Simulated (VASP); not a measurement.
# Ge (Fd-3m) in VASP: notebook

Ge is run at these levels: r2SCAN; tasks: relaxation of cell and atoms, single point.

Everything below comes from runs of VASP 6.6.1. Logs are shortened: lines on timing, memory, paths and dates and some standing lists are left out, and cuts for length are marked.

**The experiment to reproduce.**

From “Electronic and optical properties of SixGe1-x-ySny alloys lattice-matched to Ge”, 2021, arxiv:2109.02782, for a bulk crystal of Ge at 300 K: band gap 0.807 eV (direct).

The results are compared with them further down.

**1. The cell of the first run**

Symmetry: Fd-3m, No. 227, cubic system. The conventional cell has a = 5.657 Å, b = 5.657 Å, c = 5.657 Å, α = 90.00°, β = 90.00°, γ = 90.00°. Within 3.2 Å of Ge (site symmetry -43m) lie 4 Ge at 2.45 Å.

**2. Relaxation of cell and atoms, r2SCAN**

POSCAR reads:

```
Ge
1.0
    0.0000000000      2.8286800000      2.8286800000
    2.8286800000      0.0000000000      2.8286800000
    2.8286800000      2.8286800000      0.0000000000
Ge
2
Direct
    0.5000000000      0.5000000000      0.5000000000
    0.7500000000      0.7500000000      0.7500000000
```

INCAR.step1 reads:

```
  PREC = Accurate
  ENCUT = 600
  ISMEAR = -1
  SIGMA = 0.05
  LREAL = False
  LASPH = True
  NELM = 80
  GGA = PE
  ALGO = Normal
  EDIFF = 1E-4
  LWAVE = True
  LCHARG = False
```

INCAR.step2 reads:

```
  PREC = Accurate
  ENCUT = 600
  EDIFF = 1E-6
  ISMEAR = -1
  SIGMA = 0.05
  LREAL = False
  LASPH = True
  NELM = 80
  ALGO = Normal
  ISIF = 3
  LWAVE = False
  LCHARG = False
  METAGGA = R2SCAN
  LMIXTAU = True
  IBRION = 2
  NSW = 80
  EDIFFG = -0.01
  ISTART = 1
```

KPOINTS reads:

```
Automatic mesh
0
Gamma
  5 5 5
```

Potentials or basis: VASP PAW PBE potentials, release 64 (Ge_d).

Run with:

```bash
$ cat potpaw_PBE.64/Ge_d/POTCAR > POTCAR
$ cp INCAR.step1 INCAR
$ mpirun -np 1 vasp_std > vasp.out
$ cp INCAR.step2 INCAR
$ mpirun -np 1 vasp_std > vasp.out
```

OUTCAR:

```text
PREC = Accurate
   ENCUT = 600
   EDIFF = 1E-6
   ISMEAR = -1
   LREAL = False
   LASPH = True
   NELM = 80
   ISIF = 3
   METAGGA = R2SCAN
   IBRION = 2
   NSW = 80
   EDIFFG = -0.01
   ISTART = 1

 ion  position               nearest neighbor table
   1  0.500  0.500  0.500-   2 2.45   2 2.45   2 2.45   2 2.45
   2  0.750  0.750  0.750-   1 2.45   1 2.45   1 2.45   1 2.45

  LATTYP: Found a face centered cubic cell.
 ALAT       =     5.6573600000

  Lattice vectors:

 A1 = (   0.0000000000,   2.8286800000,   2.8286800000)
 A2 = (   2.8286800000,   0.0000000000,   2.8286800000)
 A3 = (   2.8286800000,   2.8286800000,   0.0000000000)

Analysis of symmetry for initial positions (statically):
=====================================================================
 Subroutine PRICEL returns:
 Original cell was already a primitive cell.

 Routine SETGRP: Setting up the symmetry group for a
 face centered cubic supercell.

 Subroutine GETGRP returns: Found 48 space group operations
 (whereof 24 operations were pure point group operations)
 out of a pool of 48 trial point group operations.

The static configuration has the point symmetry T_d .
 The point group associated with its full space group is O_h .

Analysis of symmetry for dynamics (positions and initial velocities):
=====================================================================
 Subroutine PRICEL returns:
 Original cell was already a primitive cell.

 Routine SETGRP: Setting up the symmetry group for a
 face centered cubic supercell.

 Subroutine GETGRP returns: Found 48 space group operations
 (whereof 24 operations were pure point group operations)
 out of a pool of 48 trial point group operations.

The dynamic configuration has the point symmetry T_d .
 The point group associated with its full space group is O_h .

 Subroutine INISYM returns: Found 48 space group operations
 (whereof 24 operations are pure point group operations),
 and found     1 'primitive' translations

----------------------------------------------------------------------------------------

                                     Primitive cell

  volume of cell :      45.2670

  direct lattice vectors                    reciprocal lattice vectors
     0.000000000  2.828680000  2.828680000    -0.176760892  0.176760892  0.176760892
     2.828680000  0.000000000  2.828680000     0.176760892 -0.176760892  0.176760892
     2.828680000  2.828680000  0.000000000     0.176760892  0.176760892 -0.176760892

  length of vectors
     4.000357620  4.000357620  4.000357620     0.306158846  0.306158846  0.306158846

  position of ions in fractional coordinates (direct lattice)
     0.500000000  0.500000000  0.500000000
     0.750000000  0.750000000  0.750000000

  ion indices of the primitive-cell ions
   primitive index   ion index
                 1           1
                 2           2

----------------------------------------------------------------------------------------

 KPOINTS: Automatic mesh

Automatic generation of k-mesh.
 Grid dimensions read from file:
 generate k-points for:    5    5    5

 Generating k-lattice:

  Cartesian coordinates                     Fractional coordinates (reciprocal lattice)
    -0.035352178  0.035352178  0.035352178     0.200000000  0.000000000  0.000000000
     0.035352178 -0.035352178  0.035352178     0.000000000  0.200000000  0.000000000
     0.035352178  0.035352178 -0.035352178     0.000000000  0.000000000  0.200000000

  Length of vectors
     0.061231769  0.061231769  0.061231769

  Shift w.r.t. Gamma in fractional coordinates (k-lattice)
     0.000000000  0.000000000  0.000000000

 Subroutine IBZKPT returns following result:
 ===========================================

 Found     10 irreducible k-points:

 Following reciprocal coordinates:
            Coordinates               Weight
  0.000000  0.000000  0.000000      1.000000
  0.200000  0.000000  0.000000      8.000000
  0.400000  0.000000  0.000000      8.000000
  0.200000  0.200000  0.000000      6.000000
  0.400000  0.200000  0.000000     24.000000
 -0.400000  0.200000  0.000000     24.000000
 -0.200000  0.200000  0.000000     12.000000
  0.400000  0.400000  0.000000      6.000000
 -0.400000  0.400000  0.000000     12.000000
 -0.400000  0.400000  0.200000     24.000000
   k-points           NKPTS =     10   k-points in BZ     NKDIM =     10   number of bands    NBANDS=     18
   number of dos      NEDOS =    301   number of ions     NIONS =      2
   total plane-waves  NPLWV =  32768
   dimension x,y,z NGX =    32 NGY =   32 NGZ =   32
   dimension x,y,z NGXF=    64 NGYF=   64 NGZF=   64
   ions per type =               2
   NGX,Y,Z   is equivalent  to a cutoff of  13.30, 13.30, 13.30 a.u.
   NGXF,Y,Z  is equivalent  to a cutoff of  26.60, 26.60, 26.60 a.u.
 SYSTEM =  unknown system
   PREC   = accura    normal or accurate (medium, high low for compatibility)
   ISTART =      1    job   : 0-new  1-cont  2-samecut
   ICHARG =      0    charge: 1-file 2-atom 10-const
   ISPIN  =      1    spin polarized calculation?
   LNONCOLLINEAR =      F non collinear calculations
   LSORBIT =      F    spin-orbit coupling
   LASPH  =      T    aspherical Exc in radial PAW
   ENCUT  =  600.0 eV  44.10 Ry    6.64 a.u.   7.99  7.99  7.99*2*pi/ulx,y,z
   NELM   =     80;   NELMIN=  2; NELMDL=  0     # of ELM steps
   EDIFF  = 0.1E-05   stopping-criterion for ELM
   LREAL  =      F    real-space projection
   EDIFFG = -.1E-01   stopping-criterion for IOM
   NSW    =     80    number of steps for IOM
   IBRION =      2    ionic relax: 0-MD 1-quasi-New 2-CG
   NFREE  =      1    steps in history (QN), initial steepest desc. (CG)
   ISIF   =      3    stress and relaxation
   ISYM   =      2    0-nonsym 1-usesym 2-fastsym
   POTIM  = 0.5000    time-step for ionic-motion
   TEBEG  =    0.0;   TEEND  =   0.0 temperature during run
   PSTRESS=    0.0 pullay stress
   NELECT =      28.0000    total number of electrons
   NUPDOWN=      -1.0000    fix difference up-down
   EMIN   =  10.00;   EMAX   =-10.00  energy-range for DOS
   EFERMI =   0.00;   METHOD = LEGACY
   ISMEAR =    -1;   SIGMA  =   0.05  broadening in eV -4-tet -1-fermi 0-gaus
   EFERMI_NEDOS =   21; number of points for ismear=-14 and -15
   IALGO  =     38    algorithm
   IMIX   =      4    mixing-type and parameters
     AMIX     =   0.40;   BMIX     =  1.00
     AMIX_MAG =   1.60;   BMIX_MAG =  1.00
  volume/ion in A,a.u.               =      22.63       152.74
  Fermi-wavevector in a.u.,A,eV,Ry     =   1.394870  2.635922 26.472338  1.945662
  Thomas-Fermi vector in A             =   2.518377
   LORBIT       =      0    0 simple, 1 ext, 2 COOP (PROOUT), +10 PAW based schemes
   METAGGA = R2SCAN    functional components
   LHFCALC =     F    Hartree Fock is set to
   AEXX    =    0.0000 exact exchange contribution
   IVDW    =     0    specifies the selected vdW correction
   LEPSILON=     F    determine dielectric tensor
   LRPA    =     F    only Hartree local field effects (RPA)
 conjugate gradient relaxation of ions
 non-spin polarized calculation
  energy-cutoff  :      600.00
  volume of cell :       45.27
 maximum number of plane-waves:      1524
   NGX = 15   NGY = 15   NGZ = 15

--------------------------------------- Ionic step        1  -------------------------------------------

 number of electron      28.0000013 magnetization

 Free energy of the ion-electron system (eV)
  ---------------------------------------------------
  ext. energy  EPLUGINS =         0.00000000
  ---------------------------------------------------
  free energy    TOTEN  =       -27.65213393 eV

  energy without entropy =      -27.65179258  energy(sigma->0) =      -27.65196325

------------------------ aborting loop because EDIFF is reached ----------------------------------------

  FORCE on cell =-STRESS in cart. coord.  units (eV):
  Direction    XX          YY          ZZ          XY          YZ          ZX
  --------------------------------------------------------------------------------------
  -------------------------------------------------------------------------------------
  Total        0.2010494      0.2010494      0.2010494      0.0000000      0.0000000      0.0000000
  in kB        7.1159339      7.1159339      7.1159339      0.0000000      0.0000000      0.0000000
  external PRESSURE =       7.1159339 kB  Pullay stress =       0.0000000 kB

 VOLUME and BASIS-vectors are now :
 -----------------------------------------------------------------------------
  energy-cutoff  :      600.00
  volume of cell :       45.27
      direct lattice vectors                 reciprocal lattice vectors
     0.000000000  2.828680000  2.828680000    -0.176760892  0.176760892  0.176760892
     2.828680000  0.000000000  2.828680000     0.176760892 -0.176760892  0.176760892
     2.828680000  2.828680000  0.000000000     0.176760892  0.176760892 -0.176760892

 POSITION                                       TOTAL-FORCE (eV/Angst)
 -----------------------------------------------------------------------------------
      2.82868      2.82868      2.82868        -0.000000     -0.000000     -0.000000
      4.24302      4.24302      4.24302         0.000000      0.000000      0.000000
 -----------------------------------------------------------------------------------
    total drift:                               -0.000000     -0.000000      0.000000

  FREE ENERGIE OF THE ION-ELECTRON SYSTEM (eV)
  ---------------------------------------------------
  free  energy   TOTEN  =       -27.6521339251 eV
[... 17 lines left out ...]
 VOLUME and BASIS-vectors are now :
 -----------------------------------------------------------------------------
  energy-cutoff  :      600.00
  volume of cell :       45.93
      direct lattice vectors                 reciprocal lattice vectors
     0.000000000  2.842397905  2.842397905    -0.175907813  0.175907813  0.175907813
     2.842397905 -0.000000000  2.842397905     0.175907813 -0.175907813  0.175907813
     2.842397905  2.842397905  0.000000000     0.175907813  0.175907813 -0.175907813

 POSITION                                       TOTAL-FORCE (eV/Angst)
 -----------------------------------------------------------------------------------
      2.84240      2.84240      2.84240         0.000000      0.000000      0.000000
      4.26360      4.26360      4.26360        -0.000000     -0.000000     -0.000000
 -----------------------------------------------------------------------------------
    total drift:                               -0.000000     -0.000000      0.000000

  FREE ENERGIE OF THE ION-ELECTRON SYSTEM (eV)
  ---------------------------------------------------
  free  energy   TOTEN  =       -27.6527364653 eV

  energy  without entropy=      -27.6520012186  energy(sigma->0) =      -27.65236884

--------------------------------------- Ionic step        3  -------------------------------------------

 number of electron      28.0000020 magnetization

 Free energy of the ion-electron system (eV)
  ---------------------------------------------------
  ext. energy  EPLUGINS =         0.00000000
  ---------------------------------------------------
  free energy    TOTEN  =       -27.65300148 eV

  energy without entropy =      -27.65245508  energy(sigma->0) =      -27.65272828

 E-fermi :   4.9146     XC(G=0): -10.7629

 val. band max:        4.7307918449   @ k =   0.0000   0.0000   0.0000
 cond. band min:       5.0537587084   @ k =   0.0000   0.0000   0.0000
 fundamental gap:      0.3229668636
 Fermi energy:         4.9146338704

 k-point     1 :       0.0000    0.0000    0.0000
  band No.  band energies     occupation
      1     -20.7479      2.00000
      2     -20.7479      2.00000
      3     -20.7479      2.00000
      4     -20.7094      2.00000
      5     -20.7094      2.00000
      6     -20.4967      2.00000
[... 10 lines left out ...]
     17       7.4368      0.00000
     18       7.4368      0.00000

 k-point     2 :       0.2000    0.0000    0.0000
  band No.  band energies     occupation
      1     -20.7628      2.00000
      2     -20.7628      2.00000
      3     -20.7419      2.00000
      4     -20.6867      2.00000
      5     -20.6867      2.00000
      6     -20.5151      2.00000
[... 10 lines left out ...]
     17       8.3511      0.00000
     18       9.8194      0.00000
[... 179 lines left out ...]
 VOLUME and BASIS-vectors are now :
 -----------------------------------------------------------------------------
  energy-cutoff  :      600.00
  volume of cell :       45.68
      direct lattice vectors                 reciprocal lattice vectors
     0.000000000  2.837227036  2.837227036    -0.176228407  0.176228407  0.176228407
     2.837227036 -0.000000000  2.837227036     0.176228407 -0.176228407  0.176228407
     2.837227036  2.837227036  0.000000000     0.176228407  0.176228407 -0.176228407

 POSITION                                       TOTAL-FORCE (eV/Angst)
 -----------------------------------------------------------------------------------
      2.83723      2.83723      2.83723         0.000000      0.000000      0.000000
      4.25584      4.25584      4.25584        -0.000000     -0.000000     -0.000000
 -----------------------------------------------------------------------------------
    total drift:                               -0.000000     -0.000000      0.000000

  FREE ENERGIE OF THE ION-ELECTRON SYSTEM (eV)
  ---------------------------------------------------
  free  energy   TOTEN  =       -27.6530014765 eV

  energy  without entropy=      -27.6524550808  energy(sigma->0) =      -27.65272828

 reached required accuracy - stopping structural energy minimisation
```

It took 2.2 min on 1 thread of AMD EPYC 7R43 (Zen 3), shared host; peak memory 0.15 GiB.

Results:

```yaml
Free_energy: -27.6530 eV
Relaxed_volume: 22.84 Å³/atom
Relaxed_cell: a = 4.012 Å, b = 4.012 Å, c = 4.012 Å, α = 60.00°, β = 60.00°, γ = 60.00°
Space_group_after_relaxing_to_0.05_Å: Fd-3m (No. 227)
Energy_gained_by_relaxing: 0.4 meV/atom
Ionic_steps: 3
Pressure_after_relaxing: 0.0 GPa
Band_gap_on_the_k_mesh: 0.32 eV, direct
```

The path:
```
step  energy change (eV)  largest force (eV/Å)  pressure (GPa)  volume (Å³)
   1              0.0000                0.0000            0.71        45.27
   2             -0.0006                0.0000           -0.32        45.93
   3             -0.0009                0.0000            0.00        45.68
```

Final structure:
```xyz
2
Lattice="0.0000 2.8372 2.8372 2.8372 0.0000 2.8372 2.8372 2.8372 0.0000" Properties=species:S:1:pos:R:3 pbc="T T T"
Ge    2.8372    2.8372    2.8372
Ge    4.2558    4.2558    4.2558
```

Caveat: the PAW data sets were made with another functional, which shifts forces and pressure a little. A k mesh can miss the band edges.

**3. Single point, r2SCAN**

This run uses another cell than the first one, of 22.79 Å³/atom, 1.007 times its volume.

POSCAR reads:

```
Ge
1.0
    0.0000000000      2.8352134973      2.8352134973
    2.8352134973      0.0000000000      2.8352134973
    2.8352134973      2.8352134973      0.0000000000
Ge
2
Direct
    0.5000000000      0.5000000000      0.5000000000
    0.7500000000      0.7500000000      0.7500000000
```

INCAR.step1 reads:

```
SYSTEM = Ge
PREC     = Accurate       ! precision mode
ENCUT    = 550            ! plane-wave cutoff, eV
ISMEAR   = -1             ! smearing method
SIGMA    = 0.05           ! smearing width, eV
LREAL    = .False.        ! projectors in reciprocal space
LASPH    = .True.         ! aspherical terms in the spheres
NELM     = 120            ! most SCF steps
NBANDS   = 21             ! bands
GGA      = PE             ! functional
ALGO     = Normal         ! electronic algorithm
EDIFF    = 1E-5           ! SCF threshold, eV
LWAVE    = .True.         ! write WAVECAR
LCHARG   = .False.        ! write CHGCAR
GGA_COMPAT= .False.
```

INCAR.step2 reads:

```
SYSTEM = Ge
PREC     = Accurate       ! precision mode
ENCUT    = 550            ! plane-wave cutoff, eV
EDIFF    = 1E-6           ! SCF threshold, eV
ISMEAR   = -1             ! smearing method
SIGMA    = 0.05           ! smearing width, eV
LREAL    = .False.        ! projectors in reciprocal space
LASPH    = .True.         ! aspherical terms in the spheres
NELM     = 120            ! most SCF steps
ALGO     = Normal         ! electronic algorithm
ISIF     = 2              ! what is computed and relaxed
LWAVE    = .False.        ! write WAVECAR
LCHARG   = .True.         ! write CHGCAR
METAGGA  = R2SCAN         ! meta-GGA
LMIXTAU  = .True.       
LELF     = .True.         ! ELF
LVHAR    = .True.       
NBANDS   = 21             ! bands
ISTART   = 1            
GGA_COMPAT= .False.
```

KPOINTS reads:

```
regular mesh
0
Gamma
  5 5 5
  0 0 0
```

Potentials or basis: VASP PAW PBE potentials, release 64 (Ge_d).

Run with:

```bash
$ cat potpaw_PBE.64/Ge_d/POTCAR > POTCAR
$ cp INCAR.step1 INCAR
$ mpirun -np 1 vasp_std > vasp.out
$ cp INCAR.step2 INCAR
$ mpirun -np 1 vasp_std > vasp.out
```

It took 82 s on 1 thread of Intel Xeon 8259CL, shared host; peak memory 0.18 GiB.

It converged, with:

```
Free energy            : -27.6523 eV
Pressure               : 0.2 GPa
Band gap on the k mesh : 0.34 eV, direct
```

Levels at points of the mesh, in eV from the valence-band top:
```tsv
k point	band 11	band 12	band 13	band 14	band 15	band 16	band 17	band 18
(0.00, 0.00, 0.00)	-13.25	0.00	0.00	0.00	0.34	2.71	2.71	2.71
```

Caveat: the PAW data sets were made with another functional, which shifts forces and pressure a little.

**4. How close it comes**

Step 3. Against the measured gap of Ge, 0.807 eV (direct; 300 K; “Electronic and optical properties of SixGe1-x-ySny alloys lattice-matched to Ge”, 2021, arxiv:2109.02782), the calculated 0.34 eV is off by -0.46 eV. 3 values of this kind are on record (0.666 to 0.807 eV); this one was drawn at random among those near their median. Spin-orbit coupling on Ge is left out. The value is that of r2SCAN on a finite k mesh, which can miss the band edges, without temperature or zero-point motion.
